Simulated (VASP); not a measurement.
# Sc (P6_3/mmc) in VASP: a series of runs

Runs on Sc. Level: PBEsol. Tasks: single point.

Everything below comes from runs of VASP 6.6.1. Logs are shortened: lines on timing, memory, paths and dates and some standing lists are left out, and cuts for length are marked.

## Step 1: The cell of the first run

The structure is hexagonal, space group P6_3/mmc (No. 194). Conventional cell: a = 3.360 Å, b = 3.360 Å, c = 5.238 Å, α = 90.00°, β = 90.00°, γ = 120.00°. Within 4.3 Å of Sc (site symmetry -6m2) lie 12 Sc at 3.26 to 3.36 Å.

## Step 2: Single point, PBEsol (25.61 Å³/atom)

INCAR reads:

```
PREC     = Accurate       # precision mode
ENCUT    = 520            # plane-wave cutoff, eV
EDIFF    = 1E-6           # SCF threshold, eV
ISMEAR   = -1             # smearing method
SIGMA    = 0.1            # smearing width, eV
LREAL    = F              # projectors in reciprocal space
LASPH    = T              # aspherical terms in the spheres
NELM     = 60             # most SCF steps
ALGO     = Normal         # electronic algorithm
ISIF     = 2              # what is computed and relaxed
LWAVE    = F              # write WAVECAR
LCHARG   = T              # write CHGCAR
GGA      = PS             # functional
LELF     = T              # ELF
LVHAR    = T            
NBANDS   = 18             # bands
```

KPOINTS reads:

```
Automatic mesh
0
Gamma
  18 18 10
```

POSCAR reads:

```
Sc
1.0
    3.3604532146      0.0000000000      0.0000000000
   -1.6802266073      2.9102378521      0.0000000000
    0.0000000000      0.0000000000      5.2380222556
Sc
2
Direct
    0.3333333333      0.6666666667      0.2500000000
    0.6666666667      0.3333333333      0.7500000000
```

Potentials or basis: VASP PAW PBE potentials, release 64 (Sc_sv).

Started as:

```sh
> cat potpaw_PBE.64/Sc_sv/POTCAR > POTCAR
> mpirun -np 1 vasp_std > vasp.out
```

OUTCAR:

```text
PREC = Accurate
   ENCUT = 520
   EDIFF = 1E-6
   ISMEAR = -1
   LREAL = F
   LASPH = T
   NELM = 60
   ISIF = 2
   GGA = PS

 ion  position               nearest neighbor table
   1  0.333  0.667  0.250-   2 3.26   2 3.26   2 3.26   2 3.26   2 3.26   2 3.26
   2  0.667  0.333  0.750-   1 3.26   1 3.26   1 3.26   1 3.26   1 3.26   1 3.26

  LATTYP: Found a hexagonal cell.
 ALAT       =     3.3604532146
 C/A-ratio  =     1.5587249460

  Lattice vectors:

 A1 = (   3.3604532146,   0.0000000000,   0.0000000000)
 A2 = (  -1.6802266073,   2.9102378521,   0.0000000000)
 A3 = (   0.0000000000,   0.0000000000,   5.2380222556)

Analysis of symmetry for initial positions (statically):
=====================================================================
 Subroutine PRICEL returns:
 Original cell was already a primitive cell.

 Routine SETGRP: Setting up the symmetry group for a
 hexagonal supercell.

 Subroutine GETGRP returns: Found 24 space group operations
 (whereof 12 operations were pure point group operations)
 out of a pool of 24 trial point group operations.

The static configuration has the point symmetry D_3d.
 The point group associated with its full space group is D_6h.

Analysis of symmetry for dynamics (positions and initial velocities):
=====================================================================
 Subroutine PRICEL returns:
 Original cell was already a primitive cell.

 Routine SETGRP: Setting up the symmetry group for a
 hexagonal supercell.

 Subroutine GETGRP returns: Found 24 space group operations
 (whereof 12 operations were pure point group operations)
 out of a pool of 24 trial point group operations.

The dynamic configuration has the point symmetry D_3d.
 The point group associated with its full space group is D_6h.

 Subroutine INISYM returns: Found 24 space group operations
 (whereof 12 operations are pure point group operations),
 and found     1 'primitive' translations

----------------------------------------------------------------------------------------

                                     Primitive cell

  volume of cell :      51.2264

  direct lattice vectors                    reciprocal lattice vectors
     3.360453215  0.000000000  0.000000000     0.297578909  0.171807263  0.000000000
    -1.680226607  2.910237852  0.000000000     0.000000000  0.343614526  0.000000000
     0.000000000  0.000000000  5.238022256     0.000000000  0.000000000  0.190911751

  length of vectors
     3.360453215  3.360453215  5.238022256     0.343614526  0.343614526  0.190911751

  position of ions in fractional coordinates (direct lattice)
     0.333333333  0.666666667  0.250000000
     0.666666667  0.333333333  0.750000000

  ion indices of the primitive-cell ions
   primitive index   ion index
                 1           1
                 2           2

----------------------------------------------------------------------------------------

 KPOINTS: Automatic mesh

Automatic generation of k-mesh.
 Grid dimensions read from file:
 generate k-points for:   18   18   10

 Generating k-lattice:

  Cartesian coordinates                     Fractional coordinates (reciprocal lattice)
     0.016532162  0.009544848  0.000000000     0.055555556  0.000000000  0.000000000
     0.000000000  0.019089696  0.000000000     0.000000000  0.055555556  0.000000000
     0.000000000  0.000000000  0.019091175     0.000000000  0.000000000  0.100000000

  Length of vectors
     0.019089696  0.019089696  0.019091175

  Shift w.r.t. Gamma in fractional coordinates (k-lattice)
     0.000000000  0.000000000  0.000000000

 Subroutine IBZKPT returns following result:
 ===========================================

 Found    222 irreducible k-points:

 Following reciprocal coordinates:
            Coordinates               Weight
  0.000000  0.000000  0.000000      1.000000
  0.055556  0.000000  0.000000      6.000000
  0.111111  0.000000  0.000000      6.000000
  0.166667  0.000000  0.000000      6.000000
  0.222222  0.000000  0.000000      6.000000
  0.277778  0.000000  0.000000      6.000000
[... 16 lines left out ...]
  0.333333  0.111111  0.000000     12.000000
  0.388889  0.111111  0.000000     12.000000
 [... further k-points ...]
   k-points           NKPTS =    222   k-points in BZ     NKDIM =    222   number of bands    NBANDS=     18
   number of dos      NEDOS =    301   number of ions     NIONS =      2
   total plane-waves  NPLWV =  31360
   dimension x,y,z NGX =    28 NGY =   28 NGZ =   40
   dimension x,y,z NGXF=    56 NGYF=   56 NGZF=   80
   ions per type =               2
   NGX,Y,Z   is equivalent  to a cutoff of  13.85, 13.85, 12.70 a.u.
   NGXF,Y,Z  is equivalent  to a cutoff of  27.70, 27.70, 25.39 a.u.
 SYSTEM =  unknown system
   PREC   = accura    normal or accurate (medium, high low for compatibility)
   ISTART =      0    job   : 0-new  1-cont  2-samecut
   ICHARG =      2    charge: 1-file 2-atom 10-const
   ISPIN  =      1    spin polarized calculation?
   LNONCOLLINEAR =      F non collinear calculations
   LSORBIT =      F    spin-orbit coupling
   LASPH  =      T    aspherical Exc in radial PAW
   ENCUT  =  520.0 eV  38.22 Ry    6.18 a.u.   6.25  6.25  9.74*2*pi/ulx,y,z
   NELM   =     60;   NELMIN=  2; NELMDL= -5     # of ELM steps
   EDIFF  = 0.1E-05   stopping-criterion for ELM
   LREAL  =      F    real-space projection
   EDIFFG = 0.1E-04   stopping-criterion for IOM
   NSW    =      0    number of steps for IOM
   IBRION =     -1    ionic relax: 0-MD 1-quasi-New 2-CG
   NFREE  =      0    steps in history (QN), initial steepest desc. (CG)
   ISIF   =      2    stress and relaxation
   ISYM   =      2    0-nonsym 1-usesym 2-fastsym
   POTIM  = 0.5000    time-step for ionic-motion
   TEBEG  =    0.0;   TEEND  =   0.0 temperature during run
   PSTRESS=    0.0 pullay stress
   NELECT =      22.0000    total number of electrons
   NUPDOWN=      -1.0000    fix difference up-down
   EMIN   =  10.00;   EMAX   =-10.00  energy-range for DOS
   EFERMI =   0.00;   METHOD = LEGACY
   ISMEAR =    -1;   SIGMA  =   0.10  broadening in eV -4-tet -1-fermi 0-gaus
   EFERMI_NEDOS =   21; number of points for ismear=-14 and -15
   IALGO  =     38    algorithm
   IMIX   =      4    mixing-type and parameters
     AMIX     =   0.40;   BMIX     =  1.00
     AMIX_MAG =   1.60;   BMIX_MAG =  1.00
  volume/ion in A,a.u.               =      25.61       172.85
  Fermi-wavevector in a.u.,A,eV,Ry     =   1.235145  2.334085 20.756808  1.525582
  Thomas-Fermi vector in A             =   2.369806
   LORBIT       =      0    0 simple, 1 ext, 2 COOP (PROOUT), +10 PAW based schemes
   GGA     = PS    functional components
   LHFCALC =     F    Hartree Fock is set to
   AEXX    =    0.0000 exact exchange contribution
   IVDW    =     0    specifies the selected vdW correction
   LEPSILON=     F    determine dielectric tensor
   LRPA    =     F    only Hartree local field effects (RPA)
 non-spin polarized calculation
  energy-cutoff  :      520.00
  volume of cell :       51.23
 maximum number of plane-waves:      1411
 NGX is ok and might be reduce to    28
   NGX = 13   NGY = 13   NGZ = 19

 number of electron      22.0000000 magnetization

 Free energy of the ion-electron system (eV)
  ---------------------------------------------------
  ext. energy  EPLUGINS =         0.00000000
  ---------------------------------------------------
  free energy    TOTEN  =       -13.22794261 eV

  energy without entropy =      -13.09894777  energy(sigma->0) =      -13.16344519

 E-fermi :   3.3556     XC(G=0):  -9.8333

 val. band max:        3.3525120325   @ k =   0.1667   0.0556   0.1000
 cond. band min:       3.3564814617   @ k =   0.2778   0.1111   0.1000
 fundamental gap:      0.0039694292
 Fermi energy:         3.3555543884

 k-point     1 :       0.0000    0.0000    0.0000
  band No.  band energies     occupation
      1     -45.9479      2.00000
      2     -45.8865      2.00000
      3     -24.8405      2.00000
      4     -24.5338      2.00000
      5     -24.5338      2.00000
      6     -24.4740      2.00000
[... 10 lines left out ...]
     17       5.5774      0.00000
     18       5.5774      0.00000

 k-point     2 :       0.0556    0.0000    0.0000
  band No.  band energies     occupation
      1     -45.9467      2.00000
      2     -45.8861      2.00000
      3     -24.8369      2.00000
      4     -24.5406      2.00000
      5     -24.5362      2.00000
      6     -24.4812      2.00000
[... 10 lines left out ...]
     17       5.5229      0.00000
     18       5.5370      0.00000

 k-point     3 :       0.1111    0.0000    0.0000
  band No.  band energies     occupation
      1     -45.9430      2.00000
      2     -45.8849      2.00000
      3     -24.8263      2.00000
      4     -24.5604      2.00000
      5     -24.5430      2.00000
      6     -24.5019      2.00000
[... 10 lines left out ...]
     17       5.4294      0.00000
     18       5.4861      0.00000

 k-point     4 :       0.1667    0.0000    0.0000
  band No.  band energies     occupation
      1     -45.9374      2.00000
      2     -45.8833      2.00000
      3     -24.8094      2.00000
      4     -24.5908      2.00000
      5     -24.5532      2.00000
      6     -24.5331      2.00000
[... 375 lines left out ...]
      4     -24.7028      2.00000
      5     -24.6570      2.00000
      6     -24.5918      2.00000
[... 10 lines left out ...]
     17       6.4692      0.00000
     18       6.8040      0.00000

 k-point    23 :       0.3333    0.1111    0.0000
  band No.  band energies     occupation
      1     -45.9048      2.00000
      2     -45.8787      2.00000
      3     -24.7323      2.00000
      4     -24.6996      2.00000
      5     -24.6756      2.00000
      6     -24.6075      2.00000
[... 10 lines left out ...]
     17       6.7599      0.00000
     18       7.1449      0.00000

 k-point    24 :       0.3889    0.1111    0.0000
  band No.  band energies     occupation
      1     -45.8995      2.00000
      2     -45.8794      2.00000
      3     -24.7515      2.00000
      4     -24.6876      2.00000
      5     -24.6783      2.00000
      6     -24.6176      2.00000
[... 10 lines left out ...]
     17       6.9414      0.00000
     18       7.1840      0.00000

 [... further k-points ...]

------------------------ aborting loop because EDIFF is reached ----------------------------------------

  FORCE on cell =-STRESS in cart. coord.  units (eV):
  Direction    XX          YY          ZZ          XY          YZ          ZX
  --------------------------------------------------------------------------------------
  -------------------------------------------------------------------------------------
  Total       -1.2468415     -1.2468415     -1.1869799      0.0000000      0.0000000      0.0000000
  in kB      -38.9967253    -38.9967253    -37.1244691      0.0000000      0.0000000      0.0000000
  external PRESSURE =     -38.3726399 kB  Pullay stress =       0.0000000 kB

 VOLUME and BASIS-vectors are now :
 -----------------------------------------------------------------------------
  energy-cutoff  :      520.00
  volume of cell :       51.23
      direct lattice vectors                 reciprocal lattice vectors
     3.360453215  0.000000000  0.000000000     0.297578909  0.171807263  0.000000000
    -1.680226607  2.910237852  0.000000000     0.000000000  0.343614526  0.000000000
     0.000000000  0.000000000  5.238022256     0.000000000  0.000000000  0.190911751

 POSITION                                       TOTAL-FORCE (eV/Angst)
 -----------------------------------------------------------------------------------
     -0.00000      1.94016      1.30951         0.000000      0.000000      0.000000
      1.68023      0.97008      3.92852        -0.000000      0.000000      0.000000
 -----------------------------------------------------------------------------------
    total drift:                                0.000000     -0.000000      0.000000

  FREE ENERGIE OF THE ION-ELECTRON SYSTEM (eV)
  ---------------------------------------------------
  free  energy   TOTEN  =       -13.2279426084 eV

  energy  without entropy=      -13.0989477685  energy(sigma->0) =      -13.16344519
```

It took 5 min on 1 thread of AMD EPYC 7R13, shared host; peak memory 0.28 GiB.

What came out:

```
Free energy            : -13.2279 eV
Pressure               : -3.8 GPa
Band gap on the k mesh : zero (bands 11 and 12 overlap by 1.41 eV)
```

Caveat: the cell stands under tension; the PAW data sets were made with another functional, which shifts forces and pressure a little.

## Step 3: Single point, PBEsol (26.56 Å³/atom)

This run uses another cell than the first one, of 26.56 Å³/atom.

INCAR reads:

```
SYSTEM = Sc
ALGO = Normal ; EDIFF = 1E-6
ENCUT = 520 ; GGA = PS
ISIF = 2 ; ISMEAR = -1
LASPH = .True. ; LCHARG = .False.
LREAL = .False. ; LWAVE = .False.
NBANDS = 18 ; NELM = 60
PREC = Accurate ; SIGMA = 0.1
```

KPOINTS reads:

```
k-points
0
Gamma
  18 18 10
  0 0 0
```

POSCAR reads:

```
Sc
1.0
    3.4014383906      0.0000000000      0.0000000000
   -1.7007191953      2.9457320557      0.0000000000
    0.0000000000      0.0000000000      5.3019068719
Sc
2
Direct
    0.3333333333      0.6666666667      0.2500000000
    0.6666666667      0.3333333333      0.7500000000
```

Potentials or basis: VASP PAW PBE potentials, release 64 (Sc_sv).

Started as:

```sh
> cat potpaw_PBE.64/Sc_sv/POTCAR > POTCAR
> mpirun -np 1 vasp_std > vasp.out
```

OUTCAR:

```text
SYSTEM = Sc
   EDIFF = 1E-6
   ENCUT = 520
   GGA = PS
   ISIF = 2
   ISMEAR = -1
   LASPH = .True.
   LREAL = .False.
   NELM = 60
   PREC = Accurate

 ion  position               nearest neighbor table
   1  0.333  0.667  0.250-   2 3.30   2 3.30   2 3.30   2 3.30   2 3.30   2 3.30
   2  0.667  0.333  0.750-   1 3.30   1 3.30   1 3.30   1 3.30   1 3.30   1 3.30

  LATTYP: Found a hexagonal cell.
 ALAT       =     3.4014383906
 C/A-ratio  =     1.5587249461

  Lattice vectors:

 A1 = (   3.4014383906,   0.0000000000,   0.0000000000)
 A2 = (  -1.7007191953,   2.9457320557,   0.0000000000)
 A3 = (   0.0000000000,   0.0000000000,   5.3019068719)

Analysis of symmetry for initial positions (statically):
=====================================================================
 Subroutine PRICEL returns:
 Original cell was already a primitive cell.

 Routine SETGRP: Setting up the symmetry group for a
 hexagonal supercell.

 Subroutine GETGRP returns: Found 24 space group operations
 (whereof 12 operations were pure point group operations)
 out of a pool of 24 trial point group operations.

The static configuration has the point symmetry D_3d.
[... 162 lines left out ...]

 E-fermi :   3.1552     XC(G=0):  -9.6879

 val. band max:        3.1531255933   @ k =   0.3889   0.1667   0.4000
 cond. band min:       3.1590975957   @ k =   0.2778   0.1111   0.1000
 fundamental gap:      0.0059720023
 Fermi energy:         3.1552072795

 k-point     1 :       0.0000    0.0000    0.0000
  band No.  band energies     occupation
      1     -46.2461      2.00000
      2     -46.1937      2.00000
      3     -25.1103      2.00000
      4     -24.8414      2.00000
      5     -24.8414      2.00000
      6     -24.7881      2.00000
[... 481 lines left out ...]
      5     -24.9677      2.00000
      6     -24.9150      2.00000
[... 10 lines left out ...]
     17       6.5882      0.00000
     18       6.8048      0.00000

 [... further k-points ...]

------------------------ aborting loop because EDIFF is reached ----------------------------------------

  FORCE on cell =-STRESS in cart. coord.  units (eV):
  Direction    XX          YY          ZZ          XY          YZ          ZX
  --------------------------------------------------------------------------------------
  -------------------------------------------------------------------------------------
  Total       -1.7890452     -1.7890452     -1.7061926     -0.0000000      0.0000000     -0.0000000
  in kB      -53.9565230    -53.9565230    -51.4577371     -0.0000000      0.0000000     -0.0000000
  external PRESSURE =     -53.1235943 kB  Pullay stress =       0.0000000 kB

 VOLUME and BASIS-vectors are now :
 -----------------------------------------------------------------------------
  energy-cutoff  :      520.00
  volume of cell :       53.12
      direct lattice vectors                 reciprocal lattice vectors
     3.401438391  0.000000000  0.000000000     0.293993271  0.169737094  0.000000000
    -1.700719195  2.945732056  0.000000000     0.000000000  0.339474189  0.000000000
     0.000000000  0.000000000  5.301906872     0.000000000  0.000000000  0.188611385

 POSITION                                       TOTAL-FORCE (eV/Angst)
 -----------------------------------------------------------------------------------
     -0.00000      1.96382      1.32548        -0.000000      0.000000      0.000000
      1.70072      0.98191      3.97643         0.000000      0.000000      0.000000
 -----------------------------------------------------------------------------------
    total drift:                               -0.000000      0.000000     -0.000000

  FREE ENERGIE OF THE ION-ELECTRON SYSTEM (eV)
  ---------------------------------------------------
  free  energy   TOTEN  =       -13.1744573311 eV

  energy  without entropy=      -13.0411833470  energy(sigma->0) =      -13.10782034
```

stdout:

```text
POSCAR found type information on POSCAR Sc
 POSCAR found :  1 types and       2 ions
 scaLAPACK will be used
 -----------------------------------------------------------------------------
|                                                                             |
|                                                                             |
|     You enforced a specific xc type in the INCAR file but a different       |
|     I HOPE YOU KNOW WHAT YOU ARE DOING!                                     |
|                                                                             |
 -----------------------------------------------------------------------------

 LDA part: xc-table for (Slater+PW92), standard interpolation
 POSCAR, INCAR and KPOINTS ok, starting setup
 FFT: planning ... GRIDC
 FFT: planning ... GRID_SOFT
 FFT: planning ... GRID
 WAVECAR not read
 entering main loop
```

Run time: 4.6 min. Hardware: 1 thread of AMD EPYC 7R13, shared host; peak memory 0.28 GiB.

What came out:

```
Free energy            : -13.1745 eV
Pressure               : -5.3 GPa
Band gap on the k mesh : zero (bands 11 and 12 overlap by 1.36 eV)
```

Caveat: the cell stands under tension; the PAW data sets were made with another functional, which shifts forces and pressure a little.
